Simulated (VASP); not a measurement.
# TaC (Fm-3m) in VASP: a series of runs

TaC is run at these levels: PBE; tasks: single point.

All numbers are computed with VASP 6.6.1; they aren't measurements. Logs are shortened: lines on timing, memory, paths and dates and some standing lists are left out, and cuts for length are marked.

## (1) The cell of the first run

It takes space group Fm-3m (No. 225, cubic). The conventional cell has a = 4.039 Å, b = 4.039 Å, c = 4.039 Å, α = 90.00°, β = 90.00°, γ = 90.00°. Within 2.7 Å of Ta (site symmetry m-3m) lie 6 C at 2.02 Å. C (site symmetry m-3m) has 6 Ta at 2.02 Å within 2.7 Å.

## (2) Single point, PBE (volume scaled by 0.75)

Input file INCAR:

```
PREC = Accurate
ENCUT = 600
EDIFF = 1E-6
ISMEAR = -1
SIGMA = 0.05
LREAL = F
LASPH = T
NELM = 120
ALGO = Normal
ISIF = 2
LWAVE = F
LCHARG = F
GGA = PE
NBANDS = 14
GGA_COMPAT = F
```

Input file KPOINTS:

```
Automatic mesh
0
Gamma
  14 14 14
```

Input file POSCAR:

```
TaC
1.0
    0.0000000000      2.0197295389      2.0197295389
    2.0197295389      0.0000000000      2.0197295389
    2.0197295389      2.0197295389      0.0000000000
Ta C
1 1
Direct
    0.0000000000      0.0000000000      0.0000000000
    0.5000000000      0.5000000000      0.5000000000
```

Potentials or basis: VASP PAW PBE potentials, release 64 (Ta_pv, C).

The run is started by

```
> cat potpaw_PBE.64/Ta_pv/POTCAR potpaw_PBE.64/C/POTCAR > POTCAR
> mpirun -np 1 vasp_std > vasp.out
```

OUTCAR:

```text
PREC = Accurate
   ENCUT = 600
   EDIFF = 1E-6
   ISMEAR = -1
   LREAL = F
   LASPH = T
   NELM = 120
   ISIF = 2
   GGA = PE

 ion  position               nearest neighbor table
   1  0.000  0.000  0.000-   2 2.02   2 2.02   2 2.02   2 2.02   2 2.02   2 2.02
   2  0.500  0.500  0.500-   1 2.02   1 2.02   1 2.02   1 2.02   1 2.02   1 2.02

  LATTYP: Found a face centered cubic cell.
 ALAT       =     4.0394590778

  Lattice vectors:

 A1 = (   0.0000000000,   2.0197295389,   2.0197295389)
 A2 = (   2.0197295389,   0.0000000000,   2.0197295389)
 A3 = (   2.0197295389,   2.0197295389,   0.0000000000)

Analysis of symmetry for initial positions (statically):
[... 33 lines left out ...]
                                     Primitive cell

  volume of cell :      16.4782

  direct lattice vectors                    reciprocal lattice vectors
     0.000000000  2.019729539  2.019729539    -0.247557898  0.247557898  0.247557898
     2.019729539  0.000000000  2.019729539     0.247557898 -0.247557898  0.247557898
     2.019729539  2.019729539  0.000000000     0.247557898  0.247557898 -0.247557898

  length of vectors
     2.856328906  2.856328906  2.856328906     0.428782858  0.428782858  0.428782858

  position of ions in fractional coordinates (direct lattice)
     0.000000000  0.000000000  0.000000000
     0.500000000  0.500000000  0.500000000

  ion indices of the primitive-cell ions
   primitive index   ion index
                 1           1
                 2           2

----------------------------------------------------------------------------------------

 KPOINTS: Automatic mesh

Automatic generation of k-mesh.
 Grid dimensions read from file:
 generate k-points for:   14   14   14

 Generating k-lattice:

  Cartesian coordinates                     Fractional coordinates (reciprocal lattice)
    -0.017682707  0.017682707  0.017682707     0.071428571  0.000000000  0.000000000
     0.017682707 -0.017682707  0.017682707     0.000000000  0.071428571  0.000000000
     0.017682707  0.017682707 -0.017682707     0.000000000  0.000000000  0.071428571

  Length of vectors
     0.030627347  0.030627347  0.030627347

  Shift w.r.t. Gamma in fractional coordinates (k-lattice)
     0.000000000  0.000000000  0.000000000

 Subroutine IBZKPT returns following result:
 ===========================================

 Found    104 irreducible k-points:

 Following reciprocal coordinates:
            Coordinates               Weight
  0.000000  0.000000  0.000000      1.000000
  0.071429  0.000000  0.000000      8.000000
  0.142857  0.000000  0.000000      8.000000
  0.214286  0.000000  0.000000      8.000000
  0.285714  0.000000  0.000000      8.000000
  0.357143  0.000000  0.000000      8.000000
[... 16 lines left out ...]
  0.214286  0.142857  0.000000     24.000000
  0.285714  0.142857  0.000000     24.000000
 [... further k-points ...]
   k-points           NKPTS =    104   k-points in BZ     NKDIM =    104   number of bands    NBANDS=     14
   number of dos      NEDOS =    301   number of ions     NIONS =      2
   total plane-waves  NPLWV =  13824
   dimension x,y,z NGX =    24 NGY =   24 NGZ =   24
   dimension x,y,z NGXF=    48 NGYF=   48 NGZF=   48
   ions per type =               1   1
   NGX,Y,Z   is equivalent  to a cutoff of  13.97, 13.97, 13.97 a.u.
   NGXF,Y,Z  is equivalent  to a cutoff of  27.94, 27.94, 27.94 a.u.
 SYSTEM =  unknown system
   PREC   = accura    normal or accurate (medium, high low for compatibility)
   ISTART =      0    job   : 0-new  1-cont  2-samecut
   ICHARG =      2    charge: 1-file 2-atom 10-const
   ISPIN  =      1    spin polarized calculation?
   LNONCOLLINEAR =      F non collinear calculations
   LSORBIT =      F    spin-orbit coupling
   LASPH  =      T    aspherical Exc in radial PAW
   ENCUT  =  600.0 eV  44.10 Ry    6.64 a.u.   5.70  5.70  5.70*2*pi/ulx,y,z
   NELM   =    120;   NELMIN=  2; NELMDL= -5     # of ELM steps
   EDIFF  = 0.1E-05   stopping-criterion for ELM
   LREAL  =      F    real-space projection
   EDIFFG = 0.1E-04   stopping-criterion for IOM
   NSW    =      0    number of steps for IOM
   IBRION =     -1    ionic relax: 0-MD 1-quasi-New 2-CG
   NFREE  =      0    steps in history (QN), initial steepest desc. (CG)
   ISIF   =      2    stress and relaxation
   ISYM   =      2    0-nonsym 1-usesym 2-fastsym
   POTIM  = 0.5000    time-step for ionic-motion
   TEBEG  =    0.0;   TEEND  =   0.0 temperature during run
   PSTRESS=    0.0 pullay stress
   NELECT =      15.0000    total number of electrons
   NUPDOWN=      -1.0000    fix difference up-down
   EMIN   =  10.00;   EMAX   =-10.00  energy-range for DOS
   EFERMI =   0.00;   METHOD = LEGACY
   ISMEAR =    -1;   SIGMA  =   0.05  broadening in eV -4-tet -1-fermi 0-gaus
   EFERMI_NEDOS =   21; number of points for ismear=-14 and -15
   IALGO  =     38    algorithm
   IMIX   =      4    mixing-type and parameters
     AMIX     =   0.40;   BMIX     =  1.00
     AMIX_MAG =   1.60;   BMIX_MAG =  1.00
  volume/ion in A,a.u.               =       8.24        55.60
  Fermi-wavevector in a.u.,A,eV,Ry     =   1.586605  2.998248 34.250137  2.517314
  Thomas-Fermi vector in A             =   2.685890
   LORBIT       =      0    0 simple, 1 ext, 2 COOP (PROOUT), +10 PAW based schemes
   GGA     = PE    functional components
   LHFCALC =     F    Hartree Fock is set to
   AEXX    =    0.0000 exact exchange contribution
   IVDW    =     0    specifies the selected vdW correction
   LEPSILON=     F    determine dielectric tensor
   LRPA    =     F    only Hartree local field effects (RPA)
 non-spin polarized calculation
  energy-cutoff  :      600.00
  volume of cell :       16.48
 maximum number of plane-waves:       568
   NGX = 11   NGY = 11   NGZ = 11

 number of electron      15.0000002 magnetization

 Free energy of the ion-electron system (eV)
  ---------------------------------------------------
  ext. energy  EPLUGINS =         0.00000000
  ---------------------------------------------------
  free energy    TOTEN  =       -19.46055774 eV

  energy without entropy =      -19.45617888  energy(sigma->0) =      -19.45836831

 E-fermi :  11.7138     XC(G=0): -14.8207

 val. band max:       11.6874399337   @ k =   0.5000   0.2143   0.0000
 cond. band min:      11.7335144679   @ k =   0.1429   0.0714   0.0000
 fundamental gap:      0.0460745342
 Fermi energy:        11.7138413331

 k-point     1 :       0.0000    0.0000    0.0000
  band No.  band energies     occupation
      1     -22.4889      2.00000
      2     -22.4889      2.00000
      3     -22.4889      2.00000
      4      -5.1708      2.00000
      5       9.6147      2.00000
      6       9.6147      2.00000
      7       9.6147      2.00000
      8      10.9862      2.00000
      9      10.9862      2.00000
     10      10.9862      2.00000
     11      12.6464      0.00000
     12      12.6464      0.00000
     13      21.9780      0.00000
     14      22.1164      0.00000

 k-point     2 :       0.0714    0.0000    0.0000
  band No.  band energies     occupation
      1     -22.6057      2.00000
      2     -22.4983      2.00000
      3     -22.4983      2.00000
      4      -4.9369      2.00000
      5       8.7828      2.00000
      6       9.2751      2.00000
      7       9.2751      2.00000
      8      10.3785      2.00000
      9      10.3785      2.00000
     10      11.5198      1.95960
     11      14.0064      0.00000
     12      14.0064      0.00000
     13      22.3610      0.00000
     14      22.5155      0.00000

 k-point     3 :       0.1429    0.0000    0.0000
  band No.  band energies     occupation
      1     -22.9215      2.00000
      2     -22.5246      2.00000
      3     -22.5246      2.00000
      4      -4.2807      2.00000
      5       7.4010      2.00000
      6       7.9749      2.00000
      7       7.9749      2.00000
      8      10.7374      2.00000
      9      10.7374      2.00000
     10      12.1546      0.00030
     11      16.1634      0.00000
     12      16.1634      0.00000
     13      22.9706      0.00000
     14      24.0046      0.00000

 k-point     4 :       0.2143    0.0000    0.0000
  band No.  band energies     occupation
      1     -23.3509      2.00000
      2     -22.5621      2.00000
      3     -22.5621      2.00000
      4      -3.3173      2.00000
      5       5.9898      2.00000
      6       6.6969      2.00000
      7       6.6969      2.00000
      8      11.6169      1.74847
      9      11.6169      1.74847
     10      12.7121      0.00000
     11      18.5067      0.00000
     12      18.5067      0.00000
     13      23.5479      0.00000
     14      25.7426      0.00000

 k-point     5 :       0.2857    0.0000    0.0000
  band No.  band energies     occupation
      1     -23.7961      2.00000
      2     -22.6033      2.00000
      3     -22.6033      2.00000
      4      -2.1902      2.00000
      5       4.6726      2.00000
      6       5.6608      2.00000
      7       5.6608      2.00000
      8      12.7920      0.00000
      9      12.7920      0.00000
     10      13.4014      0.00000
     11      20.8878      0.00000
     12      20.8878      0.00000
     13      23.3456      0.00000
     14      25.7399      0.00000

 k-point     6 :       0.3571    0.0000    0.0000
  band No.  band energies     occupation
      1     -24.1735      2.00000
      2     -22.6398      2.00000
      3     -22.6398      2.00000
      4      -1.0322      2.00000
      5       3.4836      2.00000
      6       4.9062      2.00000
      7       4.9062      2.00000
      8      14.1065      0.00000
      9      14.1065      0.00000
     10      14.4024      0.00000
     11      21.9111      0.00000
     12      23.1211      0.00000
     13      23.1211      0.00000
     14      25.7389      0.00000

 k-point     7 :       0.4286    0.0000    0.0000
  band No.  band energies     occupation
      1     -24.4232      2.00000
      2     -22.6649      2.00000
      3     -22.6649      2.00000
      4       0.0509      2.00000
      5       2.4271      2.00000
      6       4.4485      2.00000
      7       4.4485      2.00000
      8      15.2659      0.00000
      9      15.2659      0.00000
     10      15.7983      0.00000
     11      19.8449      0.00000
     12      24.9110      0.00000
     13      24.9110      0.00000
     14      25.7397      0.00000
[... 205 lines left out ...]
 k-point    20 :      -0.1429    0.0714    0.0000
  band No.  band energies     occupation
      1     -23.0913      2.00000
      2     -22.6283      2.00000
      3     -22.5085      2.00000
      4      -3.8123      2.00000
      5       6.6955      2.00000
      6       7.0997      2.00000
      7       7.4547      2.00000
      8      10.4767      2.00000
      9      11.9757      0.01058
     10      12.7627      0.00000
     11      15.9010      0.00000
     12      18.2723      0.00000
     13      23.3929      0.00000
     14      25.0308      0.00000

 k-point    21 :      -0.0714    0.0714    0.0000
  band No.  band energies     occupation
      1     -22.7614      2.00000
      2     -22.5614      2.00000
      3     -22.4926      2.00000
      4      -4.5647      2.00000
      5       8.1263      2.00000
      6       8.2853      2.00000
      7       8.4269      2.00000
      8       9.9221      2.00000
      9      11.3566      1.99842
     10      12.1053      0.00080
     11      14.2888      0.00000
     12      16.0139      0.00000
     13      22.7474      0.00000
     14      23.3609      0.00000

 k-point    22 :       0.1429    0.1429    0.0000
  band No.  band energies     occupation
      1     -22.8901      2.00000
      2     -22.6236      2.00000
      3     -22.6236      2.00000
      4      -4.0352      2.00000
      5       6.2466      2.00000
      6       8.3664      2.00000
      7       8.7369      2.00000
      8       8.7369      2.00000
      9      13.1106      0.00000
     10      13.4352      0.00000
     11      13.4352      0.00000
     12      17.7345      0.00000
     13      23.6139      0.00000
     14      24.5729      0.00000

 k-point    23 :       0.2143    0.1429    0.0000
  band No.  band energies     occupation
      1     -23.1678      2.00000
      2     -22.6862      2.00000
      3     -22.6632      2.00000
      4      -3.3920      2.00000
      5       5.1943      2.00000
      6       7.3678      2.00000
      7       8.2649      2.00000
      8       9.1942      2.00000
      9      13.1066      0.00000
     10      14.2145      0.00000
     11      15.2268      0.00000
     12      19.1557      0.00000
     13      24.4520      0.00000
     14      25.7493      0.00000

 k-point    24 :       0.2857    0.1429    0.0000
  band No.  band energies     occupation
      1     -23.5402      2.00000
      2     -22.7410      2.00000
      3     -22.7071      2.00000
      4      -2.5441      2.00000
      5       4.2670      2.00000
      6       6.4124      2.00000
      7       7.3535      2.00000
      8       9.9098      2.00000
      9      13.8658      0.00000
     10      14.9236      0.00000
     11      17.2860      0.00000
     12      20.8425      0.00000
     13      24.9482      0.00000
     14      25.7438      0.00000

 [... further k-points ...]
[... 5 lines left out ...]
  --------------------------------------------------------------------------------------
  -------------------------------------------------------------------------------------
  Total       19.6745454     19.6745454     19.6745454      0.0000000      0.0000000      0.0000000
  in kB     1912.9589112   1912.9589112   1912.9589112      0.0000000      0.0000000      0.0000000
  external PRESSURE =    1912.9589112 kB  Pullay stress =       0.0000000 kB

 VOLUME and BASIS-vectors are now :
 -----------------------------------------------------------------------------
  energy-cutoff  :      600.00
  volume of cell :       16.48
      direct lattice vectors                 reciprocal lattice vectors
     0.000000000  2.019729539  2.019729539    -0.247557898  0.247557898  0.247557898
     2.019729539  0.000000000  2.019729539     0.247557898 -0.247557898  0.247557898
     2.019729539  2.019729539  0.000000000     0.247557898  0.247557898 -0.247557898

 POSITION                                       TOTAL-FORCE (eV/Angst)
 -----------------------------------------------------------------------------------
      0.00000      0.00000      0.00000         0.000000      0.000000      0.000000
      2.01973      2.01973      2.01973         0.000000      0.000000      0.000000
 -----------------------------------------------------------------------------------
    total drift:                                0.000000     -0.000000     -0.000000

  FREE ENERGIE OF THE ION-ELECTRON SYSTEM (eV)
  ---------------------------------------------------
  free  energy   TOTEN  =       -19.4605577370 eV

  energy  without entropy=      -19.4561788835  energy(sigma->0) =      -19.45836831
```

Run time: 32 s. Hardware: 1 thread of Intel Xeon Platinum 8259CL at 2.50GHz (Skylake/Cascade Lake), shared host; peak memory 0.16 GiB.

What came out:

- Free energy: -19.4606 eV
- Pressure: 191.3 GPa

Caveat: spin-orbit coupling is left out, which moves the levels of the heavy elements.

## (3) Single point, PBE (volume scaled by 0.8)

Input file INCAR:

```
PREC     = Accurate       # precision mode
ENCUT    = 600            # plane-wave cutoff, eV
EDIFF    = 1E-6           # SCF threshold, eV
ISMEAR   = -1             # smearing method
SIGMA    = 0.05           # smearing width, eV
LREAL    = False          # projectors in reciprocal space
LASPH    = True           # aspherical terms in the spheres
NELM     = 120            # most SCF steps
ALGO     = Normal         # electronic algorithm
ISIF     = 2              # what is computed and relaxed
LWAVE    = False          # write WAVECAR
LCHARG   = False          # write CHGCAR
GGA      = PE             # functional
NBANDS   = 14             # bands
GGA_COMPAT= False
```

Input file KPOINTS:

```
regular mesh
0
Gamma
  14 14 14
```

Input file POSCAR:

```
TaC
1.0
    0.0000000000      2.0636503954      2.0636503954
    2.0636503954      0.0000000000      2.0636503954
    2.0636503954      2.0636503954      0.0000000000
Ta C
1 1
Direct
    0.0000000000      0.0000000000      0.0000000000
    0.5000000000      0.5000000000      0.5000000000
```

Potentials or basis: VASP PAW PBE potentials, release 64 (Ta_pv, C).

The run is started by

```
> cat potpaw_PBE.64/Ta_pv/POTCAR potpaw_PBE.64/C/POTCAR > POTCAR
> mpirun -np 1 vasp_std > vasp.out
```

It took 26 s on 1 thread of Intel Xeon Platinum 8259CL at 2.50GHz (Skylake/Cascade Lake), shared host; peak memory 0.16 GiB.

Results (log left out):

```yaml
Free_energy: -20.5629 eV
Pressure: 132.6 GPa
```

Levels at points of the mesh, in eV from the Fermi level:
| k point | band 4 | band 5 | band 6 | band 7 | band 8 | band 9 | band 10 | band 11 | band 12 | band 13 |
| --- | --- | --- | --- | --- | --- | --- | --- | --- | --- | --- |
| (0.00, 0.00, 0.00) | -16.48 | -1.92 | -1.92 | -1.92 | -0.70 | -0.70 | -0.70 | 0.85 | 0.85 | 9.47 |
| (0.50, 0.00, 0.00) | -10.48 | -10.20 | -6.97 | -6.97 | 3.71 | 3.71 | 5.04 | 6.16 | 13.08 | 13.08 |
| (0.50, 0.50, 0.00) | -14.48 | -6.16 | -4.49 | -1.76 | -1.76 | 3.58 | 5.68 | 5.68 | 9.92 | 11.83 |

Caveat: spin-orbit coupling is left out, which moves the levels of the heavy elements.

(Continued in part 2 of 2.)
